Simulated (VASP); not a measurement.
SiC: relaxation of the atoms with PBE

Crystal: SiC.

```
Si C
1.0
     2.18986    2.18986    0.00000
    -2.18986    2.18986    0.00000
     0.06194    0.06194    4.37973
Si C
2 2
Direct
  0.50066 0.00000 0.74999
  0.00066 0.50000 0.24999
  0.99934 0.00000 0.00001
  0.49934 0.50000 0.50001
```

This cell differs from its parent crystal: shear of c along a, cell held: +2.0 %.

```yaml
Program: VASP 6.6.1
Task: relaxation of the atoms
Functional: PBE
Potentials_or_basis: VASP PAW PBE potentials, release 64 (Si, C)
Cutoff: 520 eV
k_mesh: 10 × 10 × 6
Occupations: gaussian, width 0.02 eV
Spin: no spin polarisation
Dipole_correction: no
Further_INCAR_settings: ALGO = Normal; EDIFF = 1e-06; IBRION = 2; EDIFFG = -0.008; NSW = 60
```

The energy gained by relaxing is 0.1 meV/atom. The ionic steps are 3. The pressure after relaxing is 0.0 GPa and the band gap on the k mesh is 1.26 eV.

Forces in eV/Å, atoms in the order of the input:
```
Si   0.000  0.000  0.003
Si   0.000  0.000  0.003
C    0.000  0.000 -0.003
C    0.000  0.000 -0.003
```

Stress tensor (GPa, compression positive):
```
-0.06 -0.06 -3.40
-0.06 -0.06 -3.40
-3.40 -3.40  0.08
```

Step by step:
```csv
step,energy change (eV),largest force (eV/Å),pressure (GPa)
1,0.0000,0.0763,0.01
2,-0.0001,0.0618,-0.03
3,-0.0003,0.0028,-0.01
```

Final structure:
```
Si C
1.0
     2.18986    2.18986    0.00000
    -2.18986    2.18986    0.00000
     0.06194    0.06194    4.37973
Si C
2 2
Direct
  0.50131 0.00000 0.74993
  0.00131 0.50000 0.24993
  0.99869 0.00000 0.00007
  0.49869 0.50000 0.50007
```

Levels at points of the mesh, in eV from the valence-band top:
```csv
k point,band 5,band 6,band 7,band 8,band 9,band 10,band 11,band 12
"(0.00, 0.00, 0.00)",-3.25,-0.19,-0.10,0.00,1.28,4.18,5.88,6.95
"(0.50, 0.00, 0.00)",-4.38,-4.38,-1.27,-1.27,5.38,5.38,8.52,8.52
"(0.00, 0.50, 0.00)",-4.39,-4.39,-1.27,-1.27,5.39,5.39,8.45,8.45
"(0.50, 0.50, 0.00)",-3.37,-3.37,-3.13,-3.13,1.26,1.26,4.19,4.19
"(0.00, 0.00, 0.50)",-2.01,-2.01,-2.01,-2.01,3.92,3.92,6.18,6.18
"(0.50, 0.00, 0.50)",-1.25,-1.21,-1.08,-1.03,5.00,5.40,6.89,7.00
"(0.00, 0.50, 0.50)",-1.18,-1.18,-1.10,-1.10,5.20,5.20,6.98,6.98
"(0.50, 0.50, 0.50)",-5.02,-5.02,-4.72,-4.72,5.08,5.08,9.00,9.00
```

Run time: 2.3 min on 1 thread of Oxide Virtual Turin-like Processor, with other jobs on the host, peak memory 0.18 GiB.

Caveat: the cell differs from its parent crystal (shear of c along a, cell held: +2.0 %). A k mesh can miss the band edges.
